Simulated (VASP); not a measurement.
# Sn (Im-3m) in VASP: notebook

Runs on Sn. Level: PBE. Tasks: single point, relaxation of cell and atoms.

Everything below comes from runs of VASP 6.6.1. Logs are shortened: lines on timing, memory, paths and dates and some standing lists are left out, and cuts for length are marked.

**1. The cell of the first run**

Symmetry: Im-3m, No. 229, cubic system. Conventional cell: a = 3.018 Å, b = 3.018 Å, c = 3.018 Å, α = 90.00°, β = 90.00°, γ = 90.00°. Sn (site symmetry m-3m) has 14 Sn at 2.61 to 3.02 Å within 3.4 Å.

**2. Single point, PBE**

File INCAR:

```
SYSTEM = Sn
PREC = Accurate ; ENCUT = 520
EDIFF = 1E-7 ; ISMEAR = -1
SIGMA = 0.08 ; LREAL = .FALSE.
LASPH = .TRUE. ; NELM = 60
ALGO = Normal ; ISIF = 2
LWAVE = .FALSE. ; LCHARG = .TRUE.
GGA = PE ; LELF = .TRUE.
LVHAR = .TRUE. ; NBANDS = 13
```

File KPOINTS:

```
regular mesh
0
G
  18 18 18
  0 0 0
```

File POSCAR:

```
Sn
1.0
   -1.5092452046      1.5092452046      1.5092452046
    1.5092452046     -1.5092452046      1.5092452046
    1.5092452046      1.5092452046     -1.5092452046
Sn
1
Direct
    0.0000000000      0.0000000000      0.0000000000
```

Potentials or basis: VASP PAW PBE potentials, release 64 (Sn_d).

Started as:

```console
cat potpaw_PBE.64/Sn_d/POTCAR > POTCAR
mpirun -np 1 vasp_std > vasp.out
```

OUTCAR:

```text
SYSTEM = Sn
   PREC = Accurate
   ENCUT = 520
   EDIFF = 1E-7
   ISMEAR = -1
   LREAL = .FALSE.
   LASPH = .TRUE.
   NELM = 60
   ISIF = 2
   GGA = PE

 ion  position               nearest neighbor table
   1  0.000  0.000  0.000-

  LATTYP: Found a body centered cubic cell.
 ALAT       =     3.0184904092

  Lattice vectors:

 A1 = (  -1.5092452046,   1.5092452046,   1.5092452046)
 A2 = (   1.5092452046,  -1.5092452046,   1.5092452046)
 A3 = (   1.5092452046,   1.5092452046,  -1.5092452046)

Analysis of symmetry for initial positions (statically):
=====================================================================
 Subroutine PRICEL returns:
 Original cell was already a primitive cell.

 Routine SETGRP: Setting up the symmetry group for a
 body centered cubic supercell.

 Subroutine GETGRP returns: Found 48 space group operations
 (whereof 48 operations were pure point group operations)
 out of a pool of 48 trial point group operations.

The static configuration has the point symmetry O_h .

Analysis of symmetry for dynamics (positions and initial velocities):
=====================================================================
 Subroutine PRICEL returns:
 Original cell was already a primitive cell.

 Routine SETGRP: Setting up the symmetry group for a
 body centered cubic supercell.

 Subroutine GETGRP returns: Found 48 space group operations
 (whereof 48 operations were pure point group operations)
 out of a pool of 48 trial point group operations.

The dynamic configuration has the point symmetry O_h .

 Subroutine INISYM returns: Found 48 space group operations
 (whereof 48 operations are pure point group operations),
 and found     1 'primitive' translations

----------------------------------------------------------------------------------------

                                     Primitive cell

  volume of cell :      13.7512

  direct lattice vectors                    reciprocal lattice vectors
    -1.509245205  1.509245205  1.509245205     0.000000000  0.331291429  0.331291429
     1.509245205 -1.509245205  1.509245205     0.331291429  0.000000000  0.331291429
     1.509245205  1.509245205 -1.509245205     0.331291429  0.331291429  0.000000000

  length of vectors
     2.614089375  2.614089375  2.614089375     0.468516831  0.468516831  0.468516831

  position of ions in fractional coordinates (direct lattice)
     0.000000000  0.000000000  0.000000000

  ion indices of the primitive-cell ions
   primitive index   ion index
                 1           1

----------------------------------------------------------------------------------------

 KPOINTS: regular mesh

Automatic generation of k-mesh.
 Grid dimensions read from file:
 generate k-points for:   18   18   18

 Generating k-lattice:

  Cartesian coordinates                     Fractional coordinates (reciprocal lattice)
     0.000000000  0.018405079  0.018405079     0.055555556  0.000000000  0.000000000
     0.018405079  0.000000000  0.018405079     0.000000000  0.055555556  0.000000000
     0.018405079  0.018405079  0.000000000     0.000000000  0.000000000  0.055555556

  Length of vectors
     0.026028713  0.026028713  0.026028713

  Shift w.r.t. Gamma in fractional coordinates (k-lattice)
     0.000000000  0.000000000  0.000000000

 Subroutine IBZKPT returns following result:
 ===========================================

 Found    195 irreducible k-points:

 Following reciprocal coordinates:
            Coordinates               Weight
  0.000000  0.000000  0.000000      1.000000
  0.055556  0.000000  0.000000     12.000000
  0.111111  0.000000  0.000000     12.000000
  0.166667  0.000000  0.000000     12.000000
  0.222222  0.000000  0.000000     12.000000
  0.277778  0.000000  0.000000     12.000000
[... 16 lines left out ...]
  0.333333  0.111111  0.000000     48.000000
  0.388889  0.111111  0.000000     48.000000
 [... further k-points ...]
   k-points           NKPTS =    195   k-points in BZ     NKDIM =    195   number of bands    NBANDS=     13
   number of dos      NEDOS =    301   number of ions     NIONS =      1
   total plane-waves  NPLWV =   8000
   dimension x,y,z NGX =    20 NGY =   20 NGZ =   20
   dimension x,y,z NGXF=    40 NGYF=   40 NGZF=   40
   ions per type =               1
   NGX,Y,Z   is equivalent  to a cutoff of  12.72, 12.72, 12.72 a.u.
   NGXF,Y,Z  is equivalent  to a cutoff of  25.44, 25.44, 25.44 a.u.
 SYSTEM =  Sn
   PREC   = accura    normal or accurate (medium, high low for compatibility)
   ISTART =      0    job   : 0-new  1-cont  2-samecut
   ICHARG =      2    charge: 1-file 2-atom 10-const
   ISPIN  =      1    spin polarized calculation?
   LNONCOLLINEAR =      F non collinear calculations
   LSORBIT =      F    spin-orbit coupling
   LASPH  =      T    aspherical Exc in radial PAW
   ENCUT  =  520.0 eV  38.22 Ry    6.18 a.u.   4.86  4.86  4.86*2*pi/ulx,y,z
   NELM   =     60;   NELMIN=  2; NELMDL= -5     # of ELM steps
   EDIFF  = 0.1E-06   stopping-criterion for ELM
   LREAL  =      F    real-space projection
   EDIFFG = 0.1E-05   stopping-criterion for IOM
   NSW    =      0    number of steps for IOM
   IBRION =     -1    ionic relax: 0-MD 1-quasi-New 2-CG
   NFREE  =      0    steps in history (QN), initial steepest desc. (CG)
   ISIF   =      2    stress and relaxation
   ISYM   =      2    0-nonsym 1-usesym 2-fastsym
   POTIM  = 0.5000    time-step for ionic-motion
   TEBEG  =    0.0;   TEEND  =   0.0 temperature during run
   PSTRESS=    0.0 pullay stress
   NELECT =      14.0000    total number of electrons
   NUPDOWN=      -1.0000    fix difference up-down
   EMIN   =  10.00;   EMAX   =-10.00  energy-range for DOS
   EFERMI =   0.00;   METHOD = LEGACY
   ISMEAR =    -1;   SIGMA  =   0.08  broadening in eV -4-tet -1-fermi 0-gaus
   EFERMI_NEDOS =   21; number of points for ismear=-14 and -15
   IALGO  =     38    algorithm
   IMIX   =      4    mixing-type and parameters
     AMIX     =   0.40;   BMIX     =  1.00
     AMIX_MAG =   1.60;   BMIX_MAG =  1.00
  volume/ion in A,a.u.               =      13.75        92.80
  Fermi-wavevector in a.u.,A,eV,Ry     =   1.646914  3.112217 36.903452  2.712327
  Thomas-Fermi vector in A             =   2.736462
   LORBIT       =      0    0 simple, 1 ext, 2 COOP (PROOUT), +10 PAW based schemes
   GGA     = PE    functional components
[... 5 lines left out ...]
 non-spin polarized calculation
  energy-cutoff  :      520.00
  volume of cell :       13.75
 maximum number of plane-waves:       382
   NGX =  9   NGY =  9   NGZ =  9

 number of electron      14.0000005 magnetization

 Free energy of the ion-electron system (eV)
  ---------------------------------------------------
  ext. energy  EPLUGINS =         0.00000000
  ---------------------------------------------------
  free energy    TOTEN  =         0.18938767 eV

  energy without entropy =        0.19661722  energy(sigma->0) =        0.19300244

 E-fermi :  19.8656     XC(G=0): -14.0105

 val. band max:       19.8062611811   @ k =   0.2222   0.2222   0.0000
 cond. band min:      19.8787722404   @ k =   0.2222   0.1667   0.1667
 fundamental gap:      0.0725110593
 Fermi energy:        19.8655880591

 k-point     1 :       0.0000    0.0000    0.0000
  band No.  band energies     occupation
      1      -3.3746      2.00000
      2      -3.3746      2.00000
      3      -3.3746      2.00000
      4      -2.5049      2.00000
      5      -2.5049      2.00000
      6       1.6329      2.00000
      7      32.1590      0.00000
      8      32.1590      0.00000
      9      32.1590      0.00000
     10      36.6347      0.00000
     11      36.6347      0.00000
     12      36.6347      0.00000
     13      38.6593      0.00000

 k-point     2 :       0.0556    0.0000    0.0000
  band No.  band energies     occupation
      1      -3.3866      2.00000
      2      -3.3667      2.00000
      3      -3.3352      2.00000
      4      -2.5180      2.00000
      5      -2.5049      2.00000
      6       1.7488      2.00000
      7      31.6012      0.00000
      8      32.0736      0.00000
      9      32.1266      0.00000
     10      35.3981      0.00000
     11      35.6783      0.00000
     12      35.8026      0.00000
     13      39.0911      0.00000

 k-point     3 :       0.1111    0.0000    0.0000
  band No.  band energies     occupation
      1      -3.4211      2.00000
      2      -3.3494      2.00000
      3      -3.2207      2.00000
      4      -2.5532      2.00000
      5      -2.5046      2.00000
      6       2.1012      2.00000
      7      29.7993      0.00000
      8      31.6145      0.00000
      9      32.0402      0.00000
     10      33.9815      0.00000
     11      34.2116      0.00000
     12      35.1025      0.00000
     13      39.5567      0.00000
[... 305 lines left out ...]
 k-point    23 :       0.3333    0.1111    0.0000
  band No.  band energies     occupation
      1      -3.6752      2.00000
      2      -3.5052      2.00000
      3      -2.6039      2.00000
      4      -2.5317      2.00000
      5      -2.1966      2.00000
      6       7.9737      2.00000
      7      16.6307      2.00000
      8      23.9319      0.00000
      9      26.8580      0.00000
     10      32.5137      0.00000
     11      35.9719      0.00000
     12      37.7397      0.00000
     13      42.1114      0.00000

 k-point    24 :       0.3889    0.1111    0.0000
  band No.  band energies     occupation
      1      -3.7058      2.00000
      2      -3.5517      2.00000
      3      -2.5735      2.00000
      4      -2.5354      2.00000
      5      -2.0852      2.00000
      6       9.7304      2.00000
      7      14.2902      2.00000
      8      23.5367      0.00000
      9      26.4409      0.00000
     10      32.4920      0.00000
     11      35.9395      0.00000
     12      38.1391      0.00000
     13      42.5461      0.00000

 [... further k-points ...]

------------------------ aborting loop because EDIFF is reached ----------------------------------------

  FORCE on cell =-STRESS in cart. coord.  units (eV):
  Direction    XX          YY          ZZ          XY          YZ          ZX
  --------------------------------------------------------------------------------------
  -------------------------------------------------------------------------------------
  Total       15.4658523     15.4658523     15.4658523      0.0000000      0.0000000      0.0000000
  in kB     1801.9595434   1801.9595434   1801.9595434      0.0000000      0.0000000      0.0000000
  external PRESSURE =    1801.9595434 kB  Pullay stress =       0.0000000 kB

 VOLUME and BASIS-vectors are now :
 -----------------------------------------------------------------------------
  energy-cutoff  :      520.00
  volume of cell :       13.75
      direct lattice vectors                 reciprocal lattice vectors
    -1.509245205  1.509245205  1.509245205     0.000000000  0.331291429  0.331291429
     1.509245205 -1.509245205  1.509245205     0.331291429  0.000000000  0.331291429
     1.509245205  1.509245205 -1.509245205     0.331291429  0.331291429  0.000000000

 POSITION                                       TOTAL-FORCE (eV/Angst)
 -----------------------------------------------------------------------------------
      0.00000      0.00000      0.00000        -0.000000      0.000000     -0.000000
 -----------------------------------------------------------------------------------
    total drift:                                0.000000     -0.000000      0.000000

  FREE ENERGIE OF THE ION-ELECTRON SYSTEM (eV)
  ---------------------------------------------------
  free  energy   TOTEN  =         0.1893876685 eV

  energy  without entropy=        0.1966172204  energy(sigma->0) =        0.19300244
```

Wall time 13 s (1 thread of Intel Xeon 6975P-C (Granite Rapids), shared host); peak memory 0.15 GiB.

Results:

| Property | Result |
| --- | --- |
| Free energy | 0.1894 eV |
| Pressure | 180.2 GPa |
| Band gap on the k mesh | zero (band 7 reaches 32.16 eV, above the bottom of band 8 at 14.86 eV) |

Caveat: spin-orbit coupling is left out, which moves the levels of the heavy elements.

**3. Single point, PBE**

File INCAR:

```
SYSTEM = Sn
ALGO     = Normal         ! electronic algorithm
EDIFF    = 1E-6           ! SCF threshold, eV
ENCUT    = 520            ! plane-wave cutoff, eV
GGA      = PE             ! functional
ISIF     = 2              ! what is computed and relaxed
ISMEAR   = -1             ! smearing method
LASPH    = .TRUE.         ! aspherical terms in the spheres
LCHARG   = .FALSE.        ! write CHGCAR
LREAL    = .FALSE.        ! projectors in reciprocal space
LWAVE    = .FALSE.        ! write WAVECAR
NBANDS   = 13             ! bands
NELM     = 100            ! most SCF steps
PREC     = Accurate       ! precision mode
SIGMA    = 0.08           ! smearing width, eV
```

File KPOINTS:

```
k-points
0
G
  18 18 18
  0 0 0
```

File POSCAR:

```
Sn
1.0
   -1.5090667096      1.5090667096      1.5090667096
    1.5090667096     -1.5090667096      1.5090667096
    1.5090667096      1.5090667096     -1.5090667096
Sn
1
Direct
    0.0000000000      0.0000000000      0.0000000000
```

Potentials or basis: VASP PAW PBE potentials, release 64 (Sn_d).

Started as:

```console
cat potpaw_PBE.64/Sn_d/POTCAR > POTCAR
mpirun -np 1 vasp_std > vasp.out
```

Run time: 12 s. Hardware: 1 thread of Intel Xeon 6975P-C (Granite Rapids), shared host; peak memory 0.15 GiB.

Results (log left out):

```
Free energy            : 0.1949 eV
Pressure               : 180.4 GPa
Band gap on the k mesh : zero (band 7 reaches 32.17 eV, above the bottom of band 8 at 14.87 eV)
```

Levels at points of the mesh, in eV from the Fermi level:
```
           k point  band 4  band 5  band 6  band 7  band 8  band 9  band 10  band 11
(0.00, 0.00, 0.00)  -22.37  -22.37  -18.24   12.29   12.29   12.29    16.77    16.77
(0.50, 0.00, 0.00)  -22.36  -21.81   -9.25   -7.38    6.37    6.59    11.62    13.54
(0.50, 0.50, 0.50)  -21.95  -21.95   -1.76   -1.76   -1.76    3.42     4.00     4.00
```

Caveat: spin-orbit coupling is left out, which moves the levels of the heavy elements.

[end of part 1 of 2]
